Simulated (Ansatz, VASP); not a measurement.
# Two plane-wave programs on Ta

```
CELL_PARAMETERS angstrom
-1.60804 1.60804 1.60804
1.60804 -1.60804 1.60804
1.60804 1.60804 -1.60804
ATOMIC_POSITIONS crystal
Ta 0.00000 0.00000 0.00000
```

Alike in both runs: task single point; functional PBE; k mesh 18 × 18 × 18; occupations gaussian, width 0.1 eV; no spin polarisation.

|  | VASP | Ansatz |
| --- | --- | --- |
| version | VASP 6.6.1 | Ansatz 0.2.0 |
| potentials or method | VASP PAW PBE potentials, release 64 (Ta_pv), cutoff 520 eV | scalar-relativistic, plane waves, PAW |
| valence electrons in the cell | 11 | 13 |

|  | VASP | Ansatz | Ansatz less VASP |
| --- | --- | --- | --- |
| gap on the k mesh at the Fermi level (eV) | none | none | - |
| pressure (GPa) | 22.3 | 22.0 | -0.29 |

A gap of «none» marks a metal or a gap that the smearing closes. VASP's potentials hold 11 valence electrons a cell and Ansatz's 13, so a difference there can come from the potentials and not from the codes.

Neither program's run includes spin-orbit coupling.
